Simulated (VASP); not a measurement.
The system is InW.

```
CELL_PARAMETERS angstrom
0.00000 2.82187 2.82187
2.82187 0.00000 2.82187
2.82187 2.82187 0.00000
ATOMIC_POSITIONS crystal
In 0.00000 0.00000 0.00000
W 0.75000 0.75000 0.75000
```

```yaml
Program: VASP 6.6.1
Task: relaxation of cell and atoms
Functional: PBE
Potentials_or_basis: VASP PAW PBE potentials, release 64 (In_d, W_sv)
Cutoff: 600 eV
k_mesh: 6 × 6 × 6
Occupations: gaussian, width 0.1 eV
Spin: no spin polarisation
```

At the start: pressure 32.7 GPa; volume 22.47 Å³/atom.

Where does the relaxation end?

Over 5 steps the energy falls by 569.5 meV/atom and the volume is 29.71 Å³/atom (+32.2 %); space group F-43m (No. 216, to 0.05 Å).

The path:
```
step  energy change (eV)  largest force (eV/Å)  pressure (GPa)  volume (Å³)
   1              0.0000                0.0000           32.72        44.94
   2             -0.2765                0.0000           -9.03        81.88
   3             -1.1372                0.0000           -0.76        60.25
   4             -1.1388                0.0000           -0.26        59.74
   5             -1.1391                0.0000            0.06        59.42
```

Final structure:
```
CELL_PARAMETERS angstrom
0.00000 3.09718 3.09718
3.09718 0.00000 3.09718
3.09718 3.09718 0.00000
ATOMIC_POSITIONS crystal
In 0.00000 0.00000 0.00000
W 0.75000 0.75000 0.75000
```

Caveat: the volume moved by over 15 % at a fixed basis, so the end points are rough.
